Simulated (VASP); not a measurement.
Wanted: the native input for a VASP 6.6.1 run.

```
Task                   : electric field gradients
Functional             : LDA
Potentials or basis    : VASP PAW LDA potentials, release 64 (Sn_d, Te)
Cutoff                 : 520 eV
k mesh                 : 11 × 11 × 11
Occupations            : fermi-dirac, width 0.08 eV
Spin                   : no spin polarisation
Dipole correction      : no
Further INCAR settings : ALGO = Normal; EDIFF = 1e-08; NBANDS = 17
```

The structure of SnTe lies in POSCAR:

```
SnTe
1.0
    0.0000000000      3.1459430650      3.1459430650
    3.1459430650      0.0000000000      3.1459430650
    3.1459430650      3.1459430650      0.0000000000
Sn Te
1 1
Direct
    0.0000000000      0.0000000000      0.0000000000
    0.5000000000      0.5000000000      0.5000000000
```

This cell differs from its parent crystal: volume scaled by 0.99.

One way to write it, as run:

INCAR

```
PREC = Accurate
ENCUT = 520
EDIFF = 1E-8
ISMEAR = -1
SIGMA = 0.08
LREAL = F
LASPH = T
NELM = 60
ALGO = Normal
ISIF = 2
LWAVE = F
LCHARG = F
LEFG = T
NBANDS = 17
```

KPOINTS

```
Automatic mesh
0
Gamma
  11 11 11
```

Potentials or basis: VASP PAW LDA potentials, release 64 (Sn_d, Te).

Command:

```bash
$ cat potpaw_LDA.64/Sn_d/POTCAR potpaw_LDA.64/Te/POTCAR > POTCAR
$ mpirun -np 1 vasp_std > vasp.out
```

It gave:

- Pressure: -1.2 GPa

Caveat: without QUAD_EFG the Cq values of the log hold for a quadrupole moment of 1 mb, not for the nuclei.

Wall time 72 s on 1 thread of Intel Xeon 6975P-C, on a shared host, peak memory 0.21 GiB.
